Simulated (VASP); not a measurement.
A run of VASP 6.6.1:

Contents of INCAR:

```
SYSTEM = TaBeB
  PREC = Accurate
  ENCUT = 520
  EDIFF = 1E-6
  ISMEAR = -1
  SIGMA = 0.15
  LREAL = .False.
  LASPH = .True.
  NELM = 60
  ALGO = Normal
  ISIF = 2
  LWAVE = .False.
  LCHARG = .False.
  GGA = CA
  NBANDS = 15
```

KPOINTS

```
Automatic mesh
0
Gamma
  6 6 6
  0 0 0
```

Contents of POSCAR:

```
TaBeB
1.0
    3.2499043326      0.0000000000      0.0000000000
   -1.6249521663      2.8144997119      0.0000000000
    0.0000000000      0.0000000000      3.2461030000
Ta Be B
1 1 1
Direct
    0.3333333333      0.6666666667      0.0102707553
    0.6666666667      0.3333333333      0.5102653540
    0.0000000000      0.0000000000      0.5102698907
```

Potentials or basis: VASP PAW LDA potentials, release 64 (Ta_pv, Be, B).

Command:

```bash
$ cat potpaw_LDA.64/Ta_pv/POTCAR potpaw_LDA.64/Be/POTCAR potpaw_LDA.64/B/POTCAR > POTCAR
$ mpirun -np 1 vasp_std > vasp.out
```

Hardware: 1 thread of Intel(R) Xeon(R) Platinum 8259CL CPU @ 2.50GHz (Skylake/Cascade Lake) (shared host).

Q: Estimate the wall time of this run.

A: Wall time 7.5 s on 1 thread of Intel(R) Xeon(R) Platinum 8259CL CPU @ 2.50GHz (Skylake/Cascade Lake), on a shared host, peak memory 0.14 GiB. Counts: scf iterations 12, k points 34.
